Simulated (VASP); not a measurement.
# Sr3Sn2Bi2 (Immm) in VASP: a series of runs

Runs on Sr3Sn2Bi2. Level: PBE. Tasks: single point.

Program: VASP 6.6.1. These are calculated values, not measurements. Logs are shortened: lines on timing, memory, paths and dates and some standing lists are left out, and cuts for length are marked.

**1. The cell of the first run**

It takes space group Immm (No. 71, orthorhombic). Conventional cell: a = 4.658 Å, b = 5.303 Å, c = 20.923 Å, α = 90.00°, β = 90.00°, γ = 90.00°. Bi (site symmetry mm2) has 1 Bi at 2.60 Å and 2 Sn at 2.81 Å within 3.4 Å. Within 4.0 Å of Sn (site symmetry mm2) lie 2 Bi at 2.81 Å and 7 Sr at 3.66 to 3.91 Å. Sr (site symmetry mmm) has 8 Bi at 3.76 Å and 4 Sn at 3.91 Å and 6 Sr at 4.48 to 4.66 Å within 4.9 Å. Sr (site symmetry mm2) has 5 Sn at 3.66 to 3.77 Å and 2 Bi at 3.66 Å and 8 Sr at 4.48 to 4.66 Å within 4.8 Å.

**2. Single point, PBE**

The input, INCAR:

```
SYSTEM = Sr3Sn2Bi2
PREC = Accurate
ENCUT = 520
EDIFF = 1E-6
ISMEAR = -1
SIGMA = 0.0737
LREAL = .False.
LASPH = .True.
NELM = 80
ALGO = Normal
ISIF = 2
LWAVE = .False.
LCHARG = .False.
GGA = PE
NBANDS = 53
```

The input, KPOINTS:

```
regular mesh
0
Gamma
  4 4 4
  0 0 0
```

The input, POSCAR:

```
Sr3Sn2Bi2
1.0
    0.0000000000      0.0000000000      5.3031900000
    4.6582900000      0.0000000000      0.0000000000
    2.3291450000     10.4613790000     -2.6515950000
Bi Sn Sr
2 2 3
Direct
    0.4378000000      0.0622000000      0.8756000000
    0.5622000000      0.9378000000      0.1244000000
    0.3629000000      0.6371000000      0.7258000000
    0.6371000000      0.3629000000      0.2742000000
    0.0000000000      0.5000000000      0.0000000000
    0.1829000000      0.8171000000      0.3658000000
    0.8171000000      0.1829000000      0.6342000000
```

Potentials or basis: VASP PAW PBE potentials, release 64 (Bi_d, Sn_d, Sr_sv).

Run with:

```bash
$ cat potpaw_PBE.64/Bi_d/POTCAR potpaw_PBE.64/Sn_d/POTCAR potpaw_PBE.64/Sr_sv/POTCAR > POTCAR
$ mpirun -np 1 vasp_std > vasp.out
```

OUTCAR:

```text
SYSTEM = Sr3Sn2Bi2
   PREC = Accurate
   ENCUT = 520
   EDIFF = 1E-6
   ISMEAR = -1
   LREAL = .False.
   LASPH = .True.
   NELM = 80
   ISIF = 2
   GGA = PE

 ion  position               nearest neighbor table
   1  0.438  0.062  0.876-   2 2.60   3 2.81   3 2.81   7 3.66   7 3.66   5 3.76   5 3.76   5 3.76
                             5 3.76
   2  0.562  0.938  0.124-   1 2.60   4 2.81   4 2.81   6 3.66   6 3.66   5 3.76   5 3.76   5 3.76
                             5 3.76
   3  0.363  0.637  0.726-   1 2.81   1 2.81   7 3.66   7 3.66   7 3.66   7 3.66   6 3.77   5 3.91
                             5 3.91
   4  0.637  0.363  0.274-   2 2.81   2 2.81   6 3.66   6 3.66   6 3.66   6 3.66   7 3.77   5 3.91
                             5 3.91
   5  0.000  0.500  0.000-   2 3.76   1 3.76   2 3.76   1 3.76   1 3.76   2 3.76   2 3.76   1 3.76
                             4 3.91   3 3.91   3 3.91   4 3.91   6 4.48   7 4.48   7 4.48   6 4.48
   6  0.183  0.817  0.366-   4 3.66   4 3.66   4 3.66   4 3.66   2 3.66   2 3.66   3 3.77   5 4.48
                             5 4.48   7 4.51   7 4.51   7 4.51   7 4.51
   7  0.817  0.183  0.634-   3 3.66   3 3.66   3 3.66   3 3.66   1 3.66   1 3.66   4 3.77   5 4.48
                             5 4.48   6 4.51   6 4.51   6 4.51   6 4.51

  LATTYP: Found a body centered orthorhombic cell.
 ALAT       =     4.6582900000
 B/A-ratio  =     1.1384413594
 C/A-ratio  =     4.4915104040

  Lattice vectors:

 A1 = (  -2.3291450000, -10.4613790000,   2.6515950000)
 A2 = (   2.3291450000, -10.4613790000,  -2.6515950000)
 A3 = (   2.3291450000,  10.4613790000,   2.6515950000)

Analysis of symmetry for initial positions (statically):
=====================================================================
 Subroutine PRICEL returns:
 Original cell was already a primitive cell.

 Routine SETGRP: Setting up the symmetry group for a
 body centered orthorhombic supercell.

 Subroutine GETGRP returns: Found  8 space group operations
 (whereof  8 operations were pure point group operations)
 out of a pool of  8 trial point group operations.

The static configuration has the point symmetry D_2h.

Analysis of symmetry for dynamics (positions and initial velocities):
=====================================================================
 Subroutine PRICEL returns:
 Original cell was already a primitive cell.

 Routine SETGRP: Setting up the symmetry group for a
 body centered orthorhombic supercell.

[... 103 lines left out ...]
   LSORBIT =      F    spin-orbit coupling
   LASPH  =      T    aspherical Exc in radial PAW
   ENCUT  =  520.0 eV  38.22 Ry    6.18 a.u.   9.86  8.66 20.53*2*pi/ulx,y,z
   NELM   =     80;   NELMIN=  2; NELMDL= -5     # of ELM steps
   EDIFF  = 0.1E-05   stopping-criterion for ELM
   LREAL  =      F    real-space projection
[... 7 lines left out ...]
   TEBEG  =    0.0;   TEEND  =   0.0 temperature during run
   PSTRESS=    0.0 pullay stress
   NELECT =      88.0000    total number of electrons
   NUPDOWN=      -1.0000    fix difference up-down
   EMIN   =  10.00;   EMAX   =-10.00  energy-range for DOS
   EFERMI =   0.00;   METHOD = LEGACY
   ISMEAR =    -1;   SIGMA  =   0.07  broadening in eV -4-tet -1-fermi 0-gaus
   EFERMI_NEDOS =   21; number of points for ismear=-14 and -15
   IALGO  =     38    algorithm
   IMIX   =      4    mixing-type and parameters
     AMIX     =   0.40;   BMIX     =  1.00
     AMIX_MAG =   1.60;   BMIX_MAG =  1.00
  volume/ion in A,a.u.               =      36.92       249.14
  Fermi-wavevector in a.u.,A,eV,Ry     =   1.143189  2.160315 17.781208  1.306882
  Thomas-Fermi vector in A             =   2.279885
   LORBIT       =      0    0 simple, 1 ext, 2 COOP (PROOUT), +10 PAW based schemes
   GGA     = PE    functional components
   LHFCALC =     F    Hartree Fock is set to
   AEXX    =    0.0000 exact exchange contribution
   IVDW    =     0    specifies the selected vdW correction
   LEPSILON=     F    determine dielectric tensor
   LRPA    =     F    only Hartree local field effects (RPA)
 non-spin polarized calculation
  energy-cutoff  :      520.00
  volume of cell :      258.44
 maximum number of plane-waves:      6996
   NGX = 19   NGY = 17   NGZ = 41

 number of electron      88.0000000 magnetization

 Free energy of the ion-electron system (eV)
  ---------------------------------------------------
  ext. energy  EPLUGINS =         0.00000000
  ---------------------------------------------------
  free energy    TOTEN  =       -22.05013144 eV

  energy without entropy =      -21.97317015  energy(sigma->0) =      -22.01165079

 E-fermi :   4.8055     XC(G=0):  -8.8032

 val. band max:        4.7676376738   @ k =   0.0000   0.5000   0.2500
 cond. band min:       4.8427571106   @ k =   0.0000   0.2500   0.0000
 fundamental gap:      0.0751194368
 Fermi energy:         4.8054755309

 k-point     1 :       0.0000    0.0000    0.0000
  band No.  band energies     occupation
      1     -31.8033      2.00000
      2     -31.5919      2.00000
      3     -31.5876      2.00000
      4     -19.0228      2.00000
      5     -18.6967      2.00000
      6     -18.5495      2.00000
[... 997 lines left out ...]
     52       7.2458      0.00000
     53       7.3111      0.00000

------------------------ aborting loop because EDIFF is reached ----------------------------------------

  FORCE on cell =-STRESS in cart. coord.  units (eV):
  Direction    XX          YY          ZZ          XY          YZ          ZX
  --------------------------------------------------------------------------------------
  -------------------------------------------------------------------------------------
  Total       10.6043714     16.4754051     -4.3770656      0.0000000      0.0000000      0.0000000
  in kB       65.7419933    102.1395731    -27.1356975      0.0000000      0.0000000      0.0000000
  external PRESSURE =      46.9152896 kB  Pullay stress =       0.0000000 kB

 VOLUME and BASIS-vectors are now :
 -----------------------------------------------------------------------------
  energy-cutoff  :      520.00
  volume of cell :      258.44
      direct lattice vectors                 reciprocal lattice vectors
     0.000000000  0.000000000  5.303190000     0.000000000  0.047794846  0.188565750
     4.658290000  0.000000000  0.000000000     0.214671049 -0.047794846  0.000000000
     2.329145000 10.461379000 -2.651595000     0.000000000  0.095589692  0.000000000

 POSITION                                       TOTAL-FORCE (eV/Angst)
 -----------------------------------------------------------------------------------
      2.32914      9.15998      0.00000        -0.000000     -3.615957      0.000000
      4.65829      1.30140      2.65159         0.000000      3.615957     -0.000000
      4.65829      7.59287      0.00000         0.000000     -2.143721     -0.000000
      2.32915      2.86851      2.65159        -0.000000      2.143721      0.000000
      2.32915      0.00000      0.00000         0.000000      0.000000      0.000000
      4.65829      3.82677     -0.00000        -0.000000      0.020487      0.000000
      2.32914      6.63461      2.65160         0.000000     -0.020487      0.000000
 -----------------------------------------------------------------------------------
    total drift:                                0.000000     -0.000000      0.000000

  FREE ENERGIE OF THE ION-ELECTRON SYSTEM (eV)
  ---------------------------------------------------
  free  energy   TOTEN  =       -22.0501314404 eV

  energy  without entropy=      -21.9731701473  energy(sigma->0) =      -22.01165079
```

stdout:

```text
POSCAR found type information on POSCAR BiSnSr
 POSCAR found :  3 types and       7 ions
 scaLAPACK will be used
 LDA part: xc-table for (Slater+PW92), standard interpolation
 POSCAR, INCAR and KPOINTS ok, starting setup
 FFT: planning ... GRIDC
 FFT: planning ... GRID_SOFT
 FFT: planning ... GRID
 WAVECAR not read
 entering main loop
```

Run time: 7.4 min. Hardware: 1 thread of Intel Xeon 8259CL, shared host; peak memory 0.48 GiB.

What came out:

```
Free energy            : -22.0501 eV
Pressure               : 4.7 GPa
Largest force          : 3.616 eV/Å
Band gap on the k mesh : zero (bands 44 and 45 overlap by 0.29 eV)
```

Forces on the atoms (eV/Å):
```
Bi   0.000 -3.616  0.000
Bi   0.000  3.616  0.000
Sn   0.000 -2.144  0.000
Sn   0.000  2.144  0.000
Sr   0.000  0.000  0.000
Sr   0.000  0.020  0.000
Sr   0.000 -0.020  0.000
```

Levels at points of the mesh, in eV from the Fermi level:
```csv
k point,band 40,band 41,band 42,band 43,band 44,band 45,band 46,band 47,band 48,band 49
"(0.00, 0.00, 0.00)",-2.29,-2.24,-1.53,-0.48,-0.42,0.67,0.67,1.14,1.33,1.41
"(0.50, 0.00, 0.00)",-2.25,-2.08,-1.77,-0.71,-0.45,-0.14,0.95,1.15,1.98,2.15
"(0.00, 0.50, 0.00)",-2.17,-1.62,-1.00,-0.88,-0.67,0.40,0.48,1.23,1.26,1.66
"(0.50, 0.50, 0.00)",-2.38,-1.97,-1.96,-1.55,-0.88,0.37,0.97,1.26,2.10,2.40
"(0.00, 0.00, 0.50)",-2.27,-2.19,-1.37,-1.16,-0.43,0.47,0.68,0.91,1.88,2.03
```

Caveat: the stress differs along the axes, from -3 to 10 GPa; spin-orbit coupling is left out, which moves the levels of the heavy elements; forces of over 1 eV/Å act on the atoms, so gaps and moduli don't describe the material at rest.

**3. Single point, PBE**

The input, INCAR:

```
SYSTEM = Sr3Sn2Bi2
PREC     = Accurate       ! precision mode
ENCUT    = 520            ! plane-wave cutoff, eV
EDIFF    = 1E-7           ! SCF threshold, eV
ISMEAR   = 1              ! smearing method
SIGMA    = 0.15           ! smearing width, eV
LREAL    = .FALSE.        ! projectors in reciprocal space
LASPH    = .TRUE.         ! aspherical terms in the spheres
NELM     = 100            ! most SCF steps
ALGO     = Normal         ! electronic algorithm
ISIF     = 2              ! what is computed and relaxed
LWAVE    = .FALSE.        ! write WAVECAR
LCHARG   = .FALSE.        ! write CHGCAR
GGA      = PE             ! functional
NBANDS   = 53             ! bands
```

The input, KPOINTS:

```
Automatic mesh
0
G
  5 5 5
  0 0 0
```

POSCAR is that of step 2.

Potentials or basis: VASP PAW PBE potentials, release 64 (Bi_d, Sn_d, Sr_sv).

Run with:

```bash
$ cat potpaw_PBE.64/Bi_d/POTCAR potpaw_PBE.64/Sn_d/POTCAR potpaw_PBE.64/Sr_sv/POTCAR > POTCAR
$ mpirun -np 1 vasp_std > vasp.out
```

Run time: 13 min. Hardware: 1 thread of Intel Xeon 8259CL, shared host; peak memory 0.54 GiB.

The run converged. Its results:

```
Free energy            : -21.9451 eV
Pressure               : 4.8 GPa
Largest force          : 3.449 eV/Å
Band gap on the k mesh : zero (bands 44 and 45 overlap by 0.60 eV)
```

Forces in eV/Å, atoms in the order of the input:
```
Bi   0.000 -3.449  0.000
Bi   0.000  3.449  0.000
Sn   0.000 -2.176  0.000
Sn   0.000  2.176  0.000
Sr   0.000  0.000  0.000
Sr   0.000  0.040  0.000
Sr   0.000 -0.040  0.000
```

Stress tensor (GPa, compression positive):
```
 6.15  0.00  0.00
 0.00 10.74  0.00
 0.00  0.00 -2.58
```

Levels at points of the mesh, in eV from the Fermi level:
| k point | band 41 | band 42 | band 43 | band 44 | band 45 | band 46 | band 47 | band 48 |
| --- | --- | --- | --- | --- | --- | --- | --- | --- |
| (0.00, 0.00, 0.00) | -2.30 | -1.60 | -0.54 | -0.48 | 0.62 | 0.63 | 1.10 | 1.27 |

Caveat: the stress differs along the axes, from -3 to 11 GPa; spin-orbit coupling is left out, which moves the levels of the heavy elements; forces of over 1 eV/Å act on the atoms, so gaps and moduli don't describe the material at rest.

The gap in the log of VASP goes by the Fermi energy; the results here count the filled bands.